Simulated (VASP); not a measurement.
# MgS (R3m) in VASP: notebook, part 2 of 2

VASP 6.6.1.

**4. Single point, HSE06 (epitaxial 111 strain -1.0%)**

Input file POSCAR:

```
MgS
1.0
    0.0333446951      2.8359127679      2.8359127679
    2.8359127679      0.0333446951      2.8359127679
    2.8359127679      2.8359127679      0.0333446951
Mg S
1 1
Direct
    0.0011245605      0.0011245605      0.0011245605
    0.2488754395      0.2488754395      0.2488754395
```

Input file INCAR.step1:

```
SYSTEM = MgS
  PREC = Accurate
  ENCUT = 520
  EDIFF = 1E-5
  ISMEAR = 0
  SIGMA = 0.01
  LREAL = .FALSE.
  LASPH = .TRUE.
  NELM = 80
  ALGO = Normal
  ISIF = 2
  LWAVE = .TRUE.
  LCHARG = .FALSE.
  GGA = PE
  NBANDS = 11
```

Input file INCAR.step2:

```
SYSTEM = MgS
  PREC = Accurate
  ENCUT = 520
  EDIFF = 1E-7
  ISMEAR = 0
  SIGMA = 0.01
  LREAL = .FALSE.
  LASPH = .TRUE.
  NELM = 80
  ALGO = Normal
  ISIF = 2
  LWAVE = .FALSE.
  LCHARG = .FALSE.
  GGA = PE
  LHFCALC = .TRUE.
  HFSCREEN = 0.2079
  PRECFOCK = Normal
  ISTART = 1
  NBANDS = 11
```

Input file KPOINTS:

```
Automatic mesh
0
G
  6 6 6
  0 0 0
```

Potentials or basis: VASP PAW PBE potentials, release 64 (Mg, S).

On the command line:

```bash
$ cat potpaw_PBE.64/Mg/POTCAR potpaw_PBE.64/S/POTCAR > POTCAR
$ cp INCAR.step1 INCAR
$ mpirun -np 1 vasp_std > vasp.out
$ cp INCAR.step2 INCAR
$ mpirun -np 1 vasp_std > vasp.out
```

OUTCAR:

```text
SYSTEM = MgS
   PREC = Accurate
   ENCUT = 520
   EDIFF = 1E-7
   ISMEAR = 0
   LREAL = .FALSE.
   LASPH = .TRUE.
   NELM = 80
   ISIF = 2
   GGA = PE
   LHFCALC = .TRUE.
   HFSCREEN = 0.2079
   PRECFOCK = Normal
   ISTART = 1

 ion  position               nearest neighbor table
   1  0.001  0.001  0.001-   2 2.44   2 2.44   2 2.44   2 2.45
   2  0.249  0.249  0.249-   1 2.44   1 2.44   1 2.44   1 2.45

  LATTYP: Found a trigonal (rhomboedric) cell.
 ALAT       =     4.0107249124
 COS(alpha) =     0.5117226385

  Lattice vectors:

 A1 = (   0.0333446951,   2.8359127679,   2.8359127679)
 A2 = (   2.8359127679,   0.0333446951,   2.8359127679)
 A3 = (   2.8359127679,   2.8359127679,   0.0333446951)

Analysis of symmetry for initial positions (statically):
=====================================================================
 Subroutine PRICEL returns:
 Original cell was already a primitive cell.

 Routine SETGRP: Setting up the symmetry group for a
 trigonal (rhombohedral) supercell.

 Subroutine GETGRP returns: Found  6 space group operations
 (whereof  6 operations were pure point group operations)
 out of a pool of 12 trial point group operations.

The static configuration has the point symmetry C_3v.

Analysis of symmetry for dynamics (positions and initial velocities):
=====================================================================
 Subroutine PRICEL returns:
 Original cell was already a primitive cell.

 Routine SETGRP: Setting up the symmetry group for a
 trigonal (rhombohedral) supercell.

 Subroutine GETGRP returns: Found  6 space group operations
 (whereof  6 operations were pure point group operations)
 out of a pool of 12 trial point group operations.

The dynamic configuration has the point symmetry C_3v.

 Subroutine INISYM returns: Found  6 space group operations
 (whereof  6 operations are pure point group operations),
 and found     1 'primitive' translations

----------------------------------------------------------------------------------------

                                     Primitive cell

  volume of cell :      44.8106

  direct lattice vectors                    reciprocal lattice vectors
     0.033344695  2.835912768  2.835912768    -0.179450529  0.177365068  0.177365068
     2.835912768  0.033344695  2.835912768     0.177365068 -0.179450529  0.177365068
     2.835912768  2.835912768  0.033344695     0.177365068  0.177365068 -0.179450529

  length of vectors
     4.010724912  4.010724912  4.010724912     0.308414051  0.308414051  0.308414051

  position of ions in fractional coordinates (direct lattice)
     0.001124561  0.001124561  0.001124561
     0.248875439  0.248875439  0.248875439

  ion indices of the primitive-cell ions
   primitive index   ion index
                 1           1
                 2           2

----------------------------------------------------------------------------------------
[... 53 lines left out ...]
   number of dos      NEDOS =    301   number of ions     NIONS =      2
   total plane-waves  NPLWV =  27000
   dimension x,y,z NGX =    30 NGY =   30 NGZ =   30
   dimension x,y,z NGXF=    60 NGYF=   60 NGZF=   60
   ions per type =               1   1
   NGX,Y,Z   is equivalent  to a cutoff of  12.44, 12.44, 12.44 a.u.
   NGXF,Y,Z  is equivalent  to a cutoff of  24.87, 24.87, 24.87 a.u.
 SYSTEM =  MgS
   PREC   = accura    normal or accurate (medium, high low for compatibility)
   ISTART =      1    job   : 0-new  1-cont  2-samecut
   ICHARG =      0    charge: 1-file 2-atom 10-const
   ISPIN  =      1    spin polarized calculation?
   LNONCOLLINEAR =      F non collinear calculations
   LSORBIT =      F    spin-orbit coupling
   LASPH  =      T    aspherical Exc in radial PAW
   ENCUT  =  520.0 eV  38.22 Ry    6.18 a.u.   7.46  7.46  7.46*2*pi/ulx,y,z
   NELM   =     80;   NELMIN=  2; NELMDL=  0     # of ELM steps
   EDIFF  = 0.1E-06   stopping-criterion for ELM
   LREAL  =      F    real-space projection
   EDIFFG = 0.1E-05   stopping-criterion for IOM
   NSW    =      0    number of steps for IOM
   IBRION =     -1    ionic relax: 0-MD 1-quasi-New 2-CG
   NFREE  =      0    steps in history (QN), initial steepest desc. (CG)
   ISIF   =      2    stress and relaxation
   ISYM   =      3    0-nonsym 1-usesym 2-fastsym
   POTIM  = 0.5000    time-step for ionic-motion
   TEBEG  =    0.0;   TEEND  =   0.0 temperature during run
   PSTRESS=    0.0 pullay stress
   NELECT =       8.0000    total number of electrons
   NUPDOWN=      -1.0000    fix difference up-down
   EMIN   =  10.00;   EMAX   =-10.00  energy-range for DOS
   EFERMI =   0.00;   METHOD = LEGACY
   ISMEAR =     0;   SIGMA  =   0.01  broadening in eV -4-tet -1-fermi 0-gaus
   EFERMI_NEDOS =   21; number of points for ismear=-14 and -15
   IALGO  =     38    algorithm
   IMIX   =      1    mixing-type and parameters
     AMIX     =   0.40;   BMIX     =  1.00
     AMIX_MAG =   1.60;   BMIX_MAG =  1.00
  volume/ion in A,a.u.               =      22.41       151.20
  Fermi-wavevector in a.u.,A,eV,Ry     =   0.921817  1.741981 11.561493  0.849746
  Thomas-Fermi vector in A             =   2.047275
   LORBIT       =      0    0 simple, 1 ext, 2 COOP (PROOUT), +10 PAW based schemes
   GGA     = PE    functional components
   LHFCALC =     T    Hartree Fock is set to
   PRECFOCK=normal    Normal, Fast or Accurate (Low or Medium for compatibility)
   ENCUT4O =  -1.0   cutoff for four orbital integrals eV
   NKREDX  =     1    reduce k-point grid by
   NKREDY  =     1    reduce k-point grid by
   NKREDZ  =     1    reduce k-point grid by
   AEXX    =    0.2500 exact exchange contribution
   HFSCREEN=    0.2079 screening length (either q_TF or 0.3 A-1)
   HFSCREENC=   0.2079 screening length for correlation (either q_TF or 0.3 A-1)
   ENCUTFOCK=  -1.0 apply spherical cutoff to Coloumb kernel
   IVDW    =     0    specifies the selected vdW correction
   LEPSILON=     F    determine dielectric tensor
   LRPA    =     F    only Hartree local field effects (RPA)
 non-spin polarized calculation
 Gauss-broadening in eV      SIGMA  =   0.01
  energy-cutoff  :      520.00
  volume of cell :       44.81
 maximum number of plane-waves:      1243
 NGX is ok and might be reduce to    30
  NGX = 24; NGY = 24; NGZ = 24

 number of electron       8.0000001 magnetization

 Free energy of the ion-electron system (eV)
  ---------------------------------------------------
  ext. energy  EPLUGINS =         0.00000000
  ---------------------------------------------------
  free energy    TOTEN  =        -9.84290477 eV

  energy without entropy =       -9.84290477  energy(sigma->0) =       -9.84290477

 E-fermi :   0.5804     XC(G=0):  -7.0572

 val. band max:        0.4469730962   @ k =   0.0000   0.0000   0.0000
 cond. band min:       4.9815454655   @ k =   0.0000   0.0000   0.0000
 fundamental gap:      4.5345723693
 Fermi energy:         0.5803768564

 k-point     1 :       0.0000    0.0000    0.0000
  band No.  band energies     occupation
      1     -12.0590      2.00000
      2       0.3350      2.00000
      3       0.4470      2.00000
      4       0.4470      2.00000
      5       4.9815      0.00000
      6       9.4692      0.00000
      7       9.7120      0.00000
      8       9.7120      0.00000
      9      12.6391      0.00000
     10      12.6391      0.00000
     11      15.5493      0.00000
[... 309 lines left out ...]
 k-point    24 :      -0.3333    0.5000    0.1667
  band No.  band energies     occupation
      1     -11.0300      2.00000
      2      -2.3386      2.00000
      3      -1.3056      2.00000
      4      -0.9600      2.00000
      5       6.4098      0.00000
      6       8.4686      0.00000
      7      11.0927      0.00000
      8      11.3018      0.00000
      9      14.5326      0.00000
     10      15.8537      0.00000
     11      15.9244      0.00000

 [... further k-points ...]

------------------------ aborting loop because EDIFF is reached ----------------------------------------

  FORCE on cell =-STRESS in cart. coord.  units (eV):
  Direction    XX          YY          ZZ          XY          YZ          ZX
  --------------------------------------------------------------------------------------
  -------------------------------------------------------------------------------------
  Total        0.1727988      0.1727988      0.1727988     -0.1053036     -0.1053036     -0.1053036
  in kB        6.1783186      6.1783186      6.1783186     -3.7650691     -3.7650691     -3.7650691
  external PRESSURE =       6.1783186 kB  Pullay stress =       0.0000000 kB

 VOLUME and BASIS-vectors are now :
 -----------------------------------------------------------------------------
  energy-cutoff  :      520.00
  volume of cell :       44.81
      direct lattice vectors                 reciprocal lattice vectors
     0.033344695  2.835912768  2.835912768    -0.179450529  0.177365068  0.177365068
     2.835912768  0.033344695  2.835912768     0.177365068 -0.179450529  0.177365068
     2.835912768  2.835912768  0.033344695     0.177365068  0.177365068 -0.179450529

 POSITION                                       TOTAL-FORCE (eV/Angst)
 -----------------------------------------------------------------------------------
      0.00642      0.00642      0.00642        -0.001921     -0.001921     -0.001921
      1.41988      1.41988      1.41988         0.001921      0.001921      0.001921
 -----------------------------------------------------------------------------------
    total drift:                                0.000097      0.000097      0.000097

  FREE ENERGIE OF THE ION-ELECTRON SYSTEM (eV)
  ---------------------------------------------------
  free  energy   TOTEN  =        -9.8429047681 eV

  energy  without entropy=       -9.8429047681  energy(sigma->0) =       -9.84290477
```

Run time: 13 min. Hardware: 1 thread of Intel Xeon 6975P-C (Granite Rapids), shared host; peak memory 0.29 GiB.

Results:

```
Free energy            : -9.8429 eV
Pressure               : 0.6 GPa
Largest force          : 0.003 eV/Å
Band gap on the k mesh : 4.53 eV
```

Forces in eV/Å, atoms in the order of the input:
```
Mg  -0.002 -0.002 -0.002
S    0.002  0.002  0.002
```

Levels at points of the mesh, in eV from the valence-band top:
| k point | band 2 | band 3 | band 4 | band 5 | band 6 | band 7 |
| --- | --- | --- | --- | --- | --- | --- |
| (0.00, 0.00, 0.00) | -0.11 | 0.00 | 0.00 | 4.53 | 9.02 | 9.27 |
| (0.50, 0.00, 0.00) | -3.47 | -0.45 | -0.39 | 6.21 | 8.71 | 8.84 |
| (0.50, 0.50, 0.00) | -3.13 | -1.24 | -1.13 | 4.81 | 6.73 | 12.71 |
| (0.50, 0.50, 0.50) | -3.51 | -0.34 | -0.34 | 6.32 | 8.91 | 8.91 |

Caveat: the cell differs from its parent crystal (epitaxial 111 strain -1.0%); the PAW data sets were made with another functional, which shifts forces and pressure a little. A k mesh can miss the band edges.

**5. Single point, HSE06 (epitaxial 111 strain +1.0%)**

Input file POSCAR:

```
MgS
1.0
   -0.0326539317      2.8265316779      2.8265316779
    2.8265316779     -0.0326539317      2.8265316779
    2.8265316779      2.8265316779     -0.0326539317
Mg S
1 1
Direct
   -0.0010537180     -0.0010537180     -0.0010537180
    0.2510537180      0.2510537180      0.2510537180
```

Input file INCAR.step1:

```
SYSTEM = MgS
  PREC = Accurate
  ENCUT = 520
  EDIFF = 1E-5
  ISMEAR = 0
  SIGMA = 0.01
  LREAL = .False.
  LASPH = .True.
  NELM = 60
  ALGO = Normal
  ISIF = 2
  LWAVE = .True.
  GGA = PE
  NBANDS = 11
```

Input file INCAR.step2:

```
SYSTEM = MgS
  PREC = Accurate
  ENCUT = 520
  EDIFF = 1E-6
  ISMEAR = 0
  SIGMA = 0.01
  LREAL = .False.
  LASPH = .True.
  NELM = 60
  ALGO = Normal
  ISIF = 2
  LWAVE = .False.
  LCHARG = .True.
  GGA = PE
  LHFCALC = .True.
  HFSCREEN = 0.2079
  PRECFOCK = Normal
  LELF = .True.
  LVHAR = .True.
  ISTART = 1
  NBANDS = 11
```

Input file KPOINTS:

```
Automatic mesh
0
Gamma
  6 6 6
  0 0 0
```

On the command line:

```bash
$ cat potpaw_PBE.64/Mg/POTCAR potpaw_PBE.64/S/POTCAR > POTCAR
$ cp INCAR.step1 INCAR
$ mpirun -np 1 vasp_std > vasp.out
$ cp INCAR.step2 INCAR
$ mpirun -np 1 vasp_std > vasp.out
```

Run time: 11 min. Hardware: 1 thread of Intel Xeon 6975P-C (Granite Rapids), shared host; peak memory 0.29 GiB.

It converged, with:

```
Free energy            : -9.8422 eV
Pressure               : -0.9 GPa
Band gap on the k mesh : 4.37 eV
```

Stress tensor (GPa, compression positive):
```
-0.87  0.36  0.36
 0.36 -0.87  0.36
 0.36  0.36 -0.87
```

Levels at points of the mesh, in eV from the valence-band top:
| k point | band 2 | band 3 | band 4 | band 5 | band 6 | band 7 |
| --- | --- | --- | --- | --- | --- | --- |
| (0.00, 0.00, 0.00) | -0.10 | -0.10 | 0.00 | 4.37 | 9.00 | 9.00 |
| (0.50, 0.00, 0.00) | -3.42 | -0.43 | -0.38 | 6.13 | 8.71 | 8.84 |
| (0.50, 0.50, 0.00) | -3.08 | -1.23 | -1.13 | 4.79 | 6.66 | 12.42 |
| (0.50, 0.50, 0.50) | -3.38 | -0.48 | -0.48 | 6.03 | 8.64 | 8.64 |

Caveat: the cell differs from its parent crystal (epitaxial 111 strain +1.0%); the PAW data sets were made with another functional, which shifts forces and pressure a little.

**6. The runs side by side**

| cell | gap on the mesh (eV) | pressure (GPa) |
| --- | --- | --- |
| a = 3.993 Å, angles 61.5°, 2 atoms | 4.24 | -1.6 |
| a = 3.986 Å, angles 62.3°, 2 atoms | 4.09 | -2.2 |
| a = 4.011 Å, angles 59.2°, 2 atoms | 4.53 | 0.6 |
| a = 3.997 Å, angles 60.8°, 2 atoms | 4.37 | -0.9 |

Alike in all rows: task single point; level HSE06; potentials or basis VASP PAW PBE potentials, release 64 (Mg, S); no spin polarisation; k mesh 6 × 6 × 6; cutoff (eV) 520; smearing gaussian 0.01 eV.

Caveats: the PAW data sets were made with another functional, which shifts forces and pressure a little.

Total energies depend on the potentials used, so only differences within one code and one set of settings carry meaning.
